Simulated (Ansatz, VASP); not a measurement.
## GaN: VASP beside Ansatz

The input INCAR:

```
SYSTEM = GaN
  PREC = Accurate
  ENCUT = 520
  EDIFF = 1E-8
  ISMEAR = -1
  SIGMA = 0.02
  LREAL = .False.
  LASPH = .True.
  NELM = 60
  ALGO = Normal
  ISIF = 2
  LWAVE = .False.
  LCHARG = .False.
  GGA = PE
  LEFG = .True.
  NBANDS = 16
```

The input KPOINTS:

```
Automatic mesh
0
Gamma
  13 13 13
  0 0 0
```

The input POSCAR:

```
GaN
1.0
    0.0597750000      2.0223875000      2.0223875000
    2.0223875000      0.0597750000      2.0223875000
    2.0223875000      2.0223875000      0.0597750000
Ga N
1 1
Direct
    0.5000000000      0.5000000000      0.5000000000
    0.0000000000      0.0000000000      0.0000000000
```

Input for Ansatz:

```yaml
crystal:
  lattice:
    - [0.059775, 2.0223875, 2.0223875]
    - [2.0223875, 0.059775, 2.0223875]
    - [2.0223875, 2.0223875, 0.059775]
  atoms:
    - { symbol: Ga, position: [0.5, 0.5, 0.5] }
    - { symbol: "N", position: [0.0, 0.0, 0.0] }
kpoints:
  mp_grid: { grid: [13, 13, 13] }
scf:
  occupations: { method: fermi_dirac, width: 0.02 }
hamiltonian:
  xc: pbe
  pseudopotentials: { kind: paw }
output:
  forces: true
  stress: true
  eigenvalues: true
  efg: { contact_densities: true }
```

Change from the starting cell: equal xy, yz and zx shear strains of +3 %, PAW files.

Alike in both runs: task electric field gradients; functional PBE; k mesh 13 × 13 × 13; occupations fermi-dirac, width 0.02 eV; no spin polarisation.

|  | VASP | Ansatz |
| --- | --- | --- |
| version | VASP 6.6.1 | Ansatz 0.2.0 |
| potentials or method | VASP PAW PBE potentials, release 64 (Ga_d, N) | PAW with Ansatz's default frozen-core files, scalar-relativistic |
| plane-wave cutoff (eV) | 520 | 420 |
| valence electrons in the cell | 18 | 18 |

```csv
,VASP,Ansatz,Ansatz less VASP
gap on the k mesh at the Fermi level (eV),1.71,1.72,+0.013
pressure (GPa),70.6,69.5,-1.17
"traceless stress, the component that is largest in VASP (GPa)",-8.26,-8.29,-0.031
size of Vzz on the site where it differs most (V/Å²),6.1,9.6,+3.54
```

Both programs put the cell under a high pressure, so it lies far from rest at this level.

Noted on VASP's run: the cell as given lies far from equilibrium.
